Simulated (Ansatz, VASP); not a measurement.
GePt in VASP and in Ansatz

File INCAR:

```
PREC = Accurate
ENCUT = 520
EDIFF = 1E-6
ISMEAR = 0
SIGMA = 0.1
LREAL = F
LASPH = T
NELM = 60
ALGO = Normal
ISIF = 2
LWAVE = F
LCHARG = F
GGA = PE
NBANDS = 19
```

KPOINTS

```
Automatic mesh
0
Gamma
  6 6 6
```

POSCAR

```
GePt
1.0
    3.1994579022      0.0000000000      0.0000000000
    0.0000000000      3.1994579022      0.0000000000
    0.0000000000      0.0000000000      3.1994579022
Ge Pt
1 1
Direct
    0.0000000000      0.0000000000      0.0000000000
    0.5000000000      0.5000000000      0.5000000000
```

Input for Ansatz:

```yaml
crystal:
  lattice:
    - [3.1994579022, 0.0, 0.0]
    - [0.0, 3.1994579022, 0.0]
    - [0.0, 0.0, 3.1994579022]
  atoms:
    - { symbol: Ge, position: [0.0, 0.0, 0.0] }
    - { symbol: Pt, position: [0.5, 0.5, 0.5] }
basis:
  ecutwfc: 420
kpoints:
  mp_grid: { grid: [6, 6, 6] }
hamiltonian:
  xc: pbe
scf:
  occupations: { method: gaussian, width: 0.1 }
  lower_state_search: "off"
output:
  forces: true
  stress: true
  eigenvalues: true
```

Alike in both runs: task single point; functional PBE; k mesh 6 × 6 × 6; occupations gaussian, width 0.1 eV; no spin polarisation.

|  | VASP | Ansatz |
| --- | --- | --- |
| version | VASP 6.6.1 | Ansatz 0.2.0 |
| potentials or method | VASP PAW PBE potentials, release 64 (Ge_d, Pt), cutoff 520 eV | scalar-relativistic, plane waves, PAW |
| valence electrons in the cell | 24 | 32 |

|  | VASP | Ansatz | Ansatz less VASP |
| --- | --- | --- | --- |
| gap on the k mesh at the Fermi level (eV) | none | none | - |
| pressure (GPa) | -0.8 | -0.7 | +0.02 |

A gap of «none» marks a metal or a gap that the smearing closes. VASP's potentials hold 24 valence electrons a cell and Ansatz's 32, so a difference there can come from the potentials and not from the codes.

Spin-orbit coupling is off throughout.
